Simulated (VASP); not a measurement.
# PbS (Fm-3m) in VASP: vibrations by perturbation theory with PBEsol

Aim: the vibrations by perturbation theory of PbS with PBEsol.

All numbers are computed with VASP 6.6.1; they aren't measurements. Logs are shortened: lines on timing, memory, paths and dates and some standing lists are left out, and cuts for length are marked.

**1. The cell of the first run**

Symmetry: Fm-3m, No. 225, cubic system. Conventional cell: a = 5.902 Å, b = 5.902 Å, c = 5.902 Å, α = 90.00°, β = 90.00°, γ = 90.00°. Within 3.9 Å of Pb (site symmetry m-3m) lie 6 S at 2.95 Å. Within 3.9 Å of S (site symmetry m-3m) lie 6 Pb at 2.95 Å.

**2. Vibrations by perturbation theory, PBEsol**

INCAR

```
SYSTEM = PbS
PREC = Accurate
ENCUT = 500
EDIFF = 1E-8
ISMEAR = 0
SIGMA = 0.01
LREAL = .False.
LASPH = .True.
NELM = 120
ALGO = Normal
ISIF = 2
LWAVE = .False.
LCHARG = .True.
GGA = PS
NBANDS = 17
IBRION = 8
NSW = 1
LEPSILON = .True.
GGA_COMPAT = .False.
```

KPOINTS

```
regular mesh
0
Gamma
  6 6 6
  0 0 0
```

POSCAR

```
PbS
1.0
    0.0000000000      2.9509063524      2.9509063524
    2.9509063524      0.0000000000      2.9509063524
    2.9509063524      2.9509063524      0.0000000000
Pb S
1 1
Direct
    0.0000000000      0.0000000000      0.0000000000
    0.5000000000      0.5000000000      0.5000000000
```

Potentials or basis: VASP PAW PBE potentials, release 64 (Pb_d, S).

Command:

```bash
> cat potpaw_PBE.64/Pb_d/POTCAR potpaw_PBE.64/S/POTCAR > POTCAR
> mpirun -np 1 vasp_std > vasp.out
```

OUTCAR:

```text
SYSTEM = PbS
   PREC = Accurate
   ENCUT = 500
   EDIFF = 1E-8
   ISMEAR = 0
   LREAL = .False.
   LASPH = .True.
   NELM = 120
   ISIF = 2
   GGA = PS
   IBRION = 8
   NSW = 1
   LEPSILON = .True.

 ion  position               nearest neighbor table
   1  0.000  0.000  0.000-   2 2.95   2 2.95   2 2.95   2 2.95   2 2.95   2 2.95
   2  0.500  0.500  0.500-   1 2.95   1 2.95   1 2.95   1 2.95   1 2.95   1 2.95

  LATTYP: Found a face centered cubic cell.
 ALAT       =     5.9018127048

  Lattice vectors:

 A1 = (   0.0000000000,   2.9509063524,   2.9509063524)
 A2 = (   2.9509063524,   0.0000000000,   2.9509063524)
 A3 = (   2.9509063524,   2.9509063524,   0.0000000000)

Analysis of symmetry for initial positions (statically):
=====================================================================
 Subroutine PRICEL returns:
 Original cell was already a primitive cell.

 Routine SETGRP: Setting up the symmetry group for a
 face centered cubic supercell.

 Subroutine GETGRP returns: Found 48 space group operations
 (whereof 48 operations were pure point group operations)
 out of a pool of 48 trial point group operations.

The static configuration has the point symmetry O_h .

Analysis of symmetry for dynamics (positions and initial velocities):
=====================================================================
 Subroutine PRICEL returns:
 Original cell was already a primitive cell.

 Routine SETGRP: Setting up the symmetry group for a
 face centered cubic supercell.

 Subroutine GETGRP returns: Found 48 space group operations
 (whereof 48 operations were pure point group operations)
 out of a pool of 48 trial point group operations.

The dynamic configuration has the point symmetry O_h .

 Subroutine INISYM returns: Found 48 space group operations
 (whereof 48 operations are pure point group operations),
 and found     1 'primitive' translations
[... 540 lines left out ...]
    -0.00744 -0.00000  0.00000
    -0.00000  0.00895  0.00000
     0.00000  0.00000  0.00895

 MACROSCOPIC STATIC DIELECTRIC TENSOR (including local field effects in DFT)
 ------------------------------------------------------
         117.486443    -0.000000     0.000000
           0.000000   117.486443     0.000000
           0.000000    -0.000000   117.486443
 ------------------------------------------------------

 PIEZOELECTRIC TENSOR (including local field effects)  for field in x, y, z        (e  Angst)
          XX          YY          ZZ          XY          YZ          ZX
  --------------------------------------------------------------------------------
  x     0.00000     0.00000     0.00000     0.00000     0.00000     0.00000
  y     0.00000     0.00000     0.00000     0.00000     0.00000     0.00000
  z     0.00000     0.00000     0.00000     0.00000     0.00000     0.00000

 PIEZOELECTRIC TENSOR (including local field effects)  for field in x, y, z        (C/m^2)
          XX          YY          ZZ          XY          YZ          ZX
  --------------------------------------------------------------------------------
  x     0.00000     0.00000     0.00000     0.00000     0.00000     0.00000
  y     0.00000     0.00000     0.00000     0.00000     0.00000     0.00000
  z     0.00000     0.00000     0.00000     0.00000     0.00000     0.00000

 BORN EFFECTIVE CHARGES (including local field effects) (in |e|, cummulative output)
 ---------------------------------------------------------------------------------
 ion    1
    1    -0.13106    -0.00000     0.00000
    2     0.00000    -0.13106    -0.00000
    3    -0.00000     0.00000    -0.13106
 ion    2
    1     0.13106     0.00000    -0.00000
    2    -0.00000     0.13106     0.00000
    3     0.00000    -0.00000     0.13106

 INTERNAL STRAIN TENSOR FOR ION    2 for displacements in x,y,z  (eV/Angst):
          X           Y           Z          XY          YZ          ZX
  --------------------------------------------------------------------------------
  x     0.00000     0.00000     0.00000     0.00000     0.00000     0.00000
  y     0.00000     0.00000     0.00000     0.00000     0.00000     0.00000
  z     0.00000     0.00000     0.00000     0.00000     0.00000     0.00000

 SECOND DERIVATIVES (NOT SYMMETRIZED)
 ------------------------------------
               1X          1Y          1Z          2X          2Y          2Z
  1X     0.060431    0.000000    0.000000   -0.060431    0.000000    0.000000
  1Y     0.000000    0.060431    0.000000    0.000000   -0.060431    0.000000
  1Z     0.000000    0.000000    0.060431    0.000000    0.000000   -0.060431
  2X    -0.068093    0.000000    0.000000    0.068093    0.000000    0.000000
  2Y     0.000000   -0.068093    0.000000    0.000000    0.068093    0.000000
  2Z     0.000000    0.000000   -0.068093    0.000000    0.000000    0.068093

 Eigenvectors and eigenvalues of the dynamical matrix
 ----------------------------------------------------

   1 f  =    0.014948 THz     0.093920 2PiTHz    0.498606 cm-1     0.061819 meV
             X         Y         Z           dx          dy          dz
      0.000000  0.000000  0.000000     0.335040    0.736685    0.473283
      2.950906  2.950906  2.950906     0.124334    0.273385    0.175636
[... 21 lines left out ...]
   6 f/i=    0.768436 THz     4.828227 2PiTHz   25.632273 cm-1     3.177995 meV
             X         Y         Z           dx          dy          dz
      0.000000  0.000000  0.000000     0.000000   -0.347917   -0.000000
      2.950906  2.950906  2.950906    -0.000000    0.937525   -0.000000

--------------------------------------------------------------------------------------------------------

 MACROSCOPIC STATIC DIELECTRIC TENSOR IONIC CONTRIBUTION
 ------------------------------------------------------
           0.000000     0.000000     0.000000
           0.000000     0.000000     0.000000
           0.000000     0.000000     0.000000
 ------------------------------------------------------

 ELASTIC MODULI CONTR FROM IONIC RELAXATION (kBar)
 Direction    XX          YY          ZZ          XY          YZ          ZX
 --------------------------------------------------------------------------------
 XX           0.0000      0.0000      0.0000      0.0000      0.0000      0.0000
 YY           0.0000      0.0000      0.0000      0.0000      0.0000      0.0000
 ZZ           0.0000      0.0000      0.0000      0.0000      0.0000      0.0000
 XY           0.0000      0.0000      0.0000      0.0000      0.0000      0.0000
 YZ           0.0000      0.0000      0.0000      0.0000      0.0000      0.0000
 ZX           0.0000      0.0000      0.0000      0.0000      0.0000      0.0000
 --------------------------------------------------------------------------------

 PIEZOELECTRIC TENSOR IONIC CONTR  for field in x, y, z        (C/m^2)
          XX          YY          ZZ          XY          YZ          ZX
  --------------------------------------------------------------------------------
  x     0.00000     0.00000     0.00000     0.00000     0.00000     0.00000
  y     0.00000     0.00000     0.00000     0.00000     0.00000     0.00000
  z     0.00000     0.00000     0.00000     0.00000     0.00000     0.00000
```

OSZICAR:

```text
N       E                     dE             d eps       ncg     rms          rms(c)
DAV:   1     0.155464115971E+03    0.15546E+03   -0.96237E+03   544   0.120E+03
DAV:   2     0.189401777544E+01   -0.15357E+03   -0.14843E+03   586   0.307E+02
DAV:   3    -0.955470265643E+01   -0.11449E+02   -0.11367E+02   702   0.902E+01
DAV:   4    -0.984167968975E+01   -0.28698E+00   -0.28674E+00   687   0.152E+01
DAV:   5    -0.985155694388E+01   -0.98773E-02   -0.98770E-02   798   0.283E+00    0.447E+00
[... 204 lines left out ...]
RMM:   9    -0.107520176247E+00    0.36282E-06    0.11410E-08  1942   0.578E-04    0.898E-05
RMM:  10    -0.107520349152E+00   -0.17290E-06   -0.49500E-08  2033   0.269E-04    0.254E-05
RMM:  11    -0.107520277128E+00    0.72024E-07    0.36389E-09  2029   0.136E-04    0.596E-06
RMM:  12    -0.107520241574E+00    0.35554E-07    0.10701E-08  2079   0.909E-05    0.166E-06
RMM:  13    -0.107520247358E+00   -0.57833E-08    0.15379E-08  1877   0.741E-05    0.321E-07
 Linear response finished
```

stdout:

```text
POSCAR found type information on POSCAR PbS
 POSCAR found :  2 types and       2 ions
 scaLAPACK will be used
 -----------------------------------------------------------------------------
|                                                                             |
|                                                                             |
[... 39 lines left out ...]
 first order change of Fermi-energy   0.20850E-02
 force on displaced ion       1 direction 1 :   0.060   0.000   0.000
 Born effective charge ion    1 direction 1 :  -0.192   0.000   0.000
 Linear response progress:
 first order change of Fermi-energy  -0.28193E-02
 force on displaced ion       2 direction 1 :   0.068   0.000   0.000
 Born effective charge ion    2 direction 1 :   0.109   0.000   0.000
 Born effective charges drift removed
 Linear response finished
```

It took 6.7 min on 1 thread of Intel Xeon 8259CL, shared host; peak memory 0.23 GiB.

Results:

```yaml
Electronic_dielectric_tensor_diagonal: 117.49
Born_charges_mean_of_the_diagonal: Pb -0.13; S +0.13 e
Highest_phonon_frequency_at_Γ_LO-TO_splitting_left_out: 0 cm⁻¹
Most_unstable_mode: 26i cm⁻¹
```

Phonon frequencies in cm⁻¹ (negative: imaginary):
| q point | frequencies |
| --- | --- |
| (0.000, 0.000, 0.000) | -26 -26 -26 0 0 0 |

Electronic dielectric tensor:
```
117.49   0.00   0.00
  0.00 117.49   0.00
  0.00   0.00 117.49
```

Born effective charge tensors (e):
atom 1, Pb
```
-0.13  0.00  0.00
 0.00 -0.13  0.00
 0.00  0.00 -0.13
```
atom 2, S
```
0.13 0.00 0.00
0.00 0.13 0.00
0.00 0.00 0.13
```

Caveat: some modes are imaginary; spin-orbit coupling is left out, which moves the levels of the heavy elements.
